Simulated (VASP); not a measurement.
A run of VASP 6.6.1:

File POSCAR:

```
N
1.0
    4.0840620000      0.0000000000      0.0000000000
    0.0000000000      4.0840620000      0.0000000000
    0.0000000000      0.0000000000      5.3459130000
N
4
Direct
    0.9042750000      0.9042750000      0.0000000000
    0.5957250000      0.4042750000      0.5000000000
    0.0957250000      0.0957250000      0.0000000000
    0.4042750000      0.5957250000      0.5000000000
```

The input INCAR.step1:

```
SYSTEM = N
PREC = Accurate ; ENCUT = 520
ISMEAR = 0 ; SIGMA = 0.01
LREAL = .False. ; LASPH = .True.
NELM = 100 ; NBANDS = 18
GGA = PE ; ALGO = Normal
EDIFF = 1E-4 ; LWAVE = .True.
LCHARG = .False.
```

The input INCAR.step2:

```
SYSTEM = N
PREC = Accurate ; ENCUT = 520
EDIFF = 1E-6 ; ISMEAR = 0
SIGMA = 0.01 ; LREAL = .False.
LASPH = .True. ; NELM = 100
ALGO = Normal ; ISIF = 2
LWAVE = .False. ; LCHARG = .False.
METAGGA = R2SCAN ; LMIXTAU = .True.
NBANDS = 18 ; ISTART = 1
```

KPOINTS

```
regular mesh
0
Gamma
  3 3 2
  0 0 0
```

Potentials or basis: VASP PAW PBE potentials, release 64 (N).

Launch:

```console
$ cat potpaw_PBE.64/N/POTCAR > POTCAR
$ cp INCAR.step1 INCAR
$ mpirun -np 1 vasp_std > vasp.out
$ cp INCAR.step2 INCAR
$ mpirun -np 1 vasp_std > vasp.out
```

Hardware: 1 thread of AMD EPYC 7R13, with other jobs on the host.

How long does it take, and how much memory?

Wall time 77 s on 1 thread of AMD EPYC 7R13, with other jobs on the host, peak memory 0.15 GiB. Counts: k points 6.
